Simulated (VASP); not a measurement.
Wanted: the native input for a VASP 6.6.1 run.

| Item | Value |
| --- | --- |
| Task | single point |
| Functional | r2SCAN |
| Potentials or basis | VASP PAW PBE potentials, release 64 (Au) |
| Cutoff | 520 eV |
| k mesh | 22 × 22 × 22 |
| Occupations | gaussian, width 0.15 eV |
| Spin | no spin polarisation |
| Dipole correction | no |
| Further INCAR settings | ALGO = Normal; EDIFF = 1e-06; NBANDS = 12 |

The system is Au.

```
Au
1.0
    -1.80037    1.80037    1.40429
     1.80037   -1.80037    1.40429
     1.80037    1.80037   -1.40429
Au
1
Direct
  0.00000 0.00000 0.00000
```

This cell differs from its parent crystal: ratio of the length along z to the lengths across it x 0.78, volume and fractional coordinates fixed.

These files were run (other wordings do the same):

POSCAR

```
Au
1.0
   -1.8003687769      1.8003687769      1.4042876459
    1.8003687769     -1.8003687769      1.4042876459
    1.8003687769      1.8003687769     -1.4042876459
Au
1
Direct
    0.0000000000      0.0000000000      0.0000000000
```

INCAR.step1

```
ALGO     = Normal         # electronic algorithm
EDIFF    = 1E-4           # SCF threshold, eV
ENCUT    = 520            # plane-wave cutoff, eV
GGA      = PE             # functional
ISMEAR   = 0              # smearing method
LASPH    = True           # aspherical terms in the spheres
LCHARG   = False          # write CHGCAR
LREAL    = False          # projectors in reciprocal space
LWAVE    = True           # write WAVECAR
NBANDS   = 12             # bands
NELM     = 100            # most SCF steps
PREC     = Accurate       # precision mode
SIGMA    = 0.15           # smearing width, eV
```

INCAR.step2

```
ALGO     = Normal         # electronic algorithm
EDIFF    = 1E-6           # SCF threshold, eV
ENCUT    = 520            # plane-wave cutoff, eV
ISIF     = 2              # what is computed and relaxed
ISMEAR   = 0              # smearing method
ISTART   = 1            
LASPH    = True           # aspherical terms in the spheres
LCHARG   = False          # write CHGCAR
LMIXTAU  = True         
LREAL    = False          # projectors in reciprocal space
LWAVE    = False          # write WAVECAR
METAGGA  = R2SCAN         # meta-GGA
NBANDS   = 12             # bands
NELM     = 100            # most SCF steps
PREC     = Accurate       # precision mode
SIGMA    = 0.15           # smearing width, eV
```

KPOINTS

```
k-points
0
Gamma
  22 22 22
```

Potentials or basis: VASP PAW PBE potentials, release 64 (Au).

Run with:

```sh
$ cat potpaw_PBE.64/Au/POTCAR > POTCAR
$ cp INCAR.step1 INCAR
$ mpirun -np 1 vasp_std > vasp.out
$ cp INCAR.step2 INCAR
$ mpirun -np 1 vasp_std > vasp.out
```

It gave:

```
Pressure : -2.4 GPa
```

Caveat: the PAW data sets were made with another functional, which shifts forces and pressure a little.

It took 18 min on 1 thread of AMD EPYC 7R13, with other jobs on the host, peak memory 0.26 GiB.
